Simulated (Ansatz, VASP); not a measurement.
Two plane-wave programs on NaVS2

```xyz
4
Lattice="1.7242 0.9955 6.1915 -1.7242 0.9955 6.1915 0.0000 -1.9910 6.1915" Properties=species:S:1:pos:R:3 pbc="T T T"
Na    0.0000    0.0000    9.2873
V     0.0000    0.0000    0.0000
S     0.0000    0.0000    4.9107
S     0.0000    0.0000   13.6639
```

Change from the starting cell: volume scaled by 0.88, no spin polarisation, PAW files.

Alike in both runs: task single point; functional LDA; k mesh 11 × 11 × 11; occupations fermi-dirac, width 0.03 eV; no spin polarisation.

```csv
,VASP,Ansatz
version,VASP 6.6.1,Ansatz 0.2.0
potentials or method,"VASP PAW LDA potentials, release 64 (Na_pv, V_sv, S)","PAW with Ansatz's default frozen-core files, scalar-relativistic"
plane-wave cutoff (eV),520,420
valence electrons in the cell,32,34
```

```tsv
	VASP	Ansatz	Ansatz less VASP
pressure (GPa)	0.2	0.1	-0.12
traceless stress, the component that is largest in VASP (GPa)	5.74	5.74	-0.002
rms of the force components (eV/Å)	0.167	0.162	-0.0047
```

LDA's correlation is that of Perdew and Zunger in VASP and of Perdew and Wang (1992) in Ansatz. Atom by atom the forces differ by 0.005 eV/Å (rms over components). VASP's potentials hold 32 valence electrons a cell and Ansatz's 34, so a difference there can come from the potentials and not from the codes.
